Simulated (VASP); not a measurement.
A run of VASP 6.6.1 is set up as follows.

Contents of INCAR:

```
ALGO = Normal ; EDIFF = 1E-6
ENCUT = 520 ; GGA = PE
ISIF = 2 ; ISMEAR = 0
LASPH = True ; LCHARG = True
LELF = True ; LREAL = False
LVHAR = True ; LWAVE = False
NBANDS = 10 ; NELM = 60
PREC = Accurate ; SIGMA = 0.1
```

The input KPOINTS:

```
k-points
0
Gamma
  18 18 18
```

File POSCAR:

```
Ir
1.0
    0.0000000000      1.8960579547      1.8960579547
    1.8960579547      0.0000000000      1.8960579547
    1.8960579547      1.8960579547      0.0000000000
Ir
1
Direct
    0.0000000000      0.0000000000      0.0000000000
```

Potentials or basis: VASP PAW PBE potentials, release 64 (Ir).

Run with:

```console
$ cat potpaw_PBE.64/Ir/POTCAR > POTCAR
$ mpirun -np 1 vasp_std > vasp.out
```

What does it give for the pressure?

25.8 GPa.
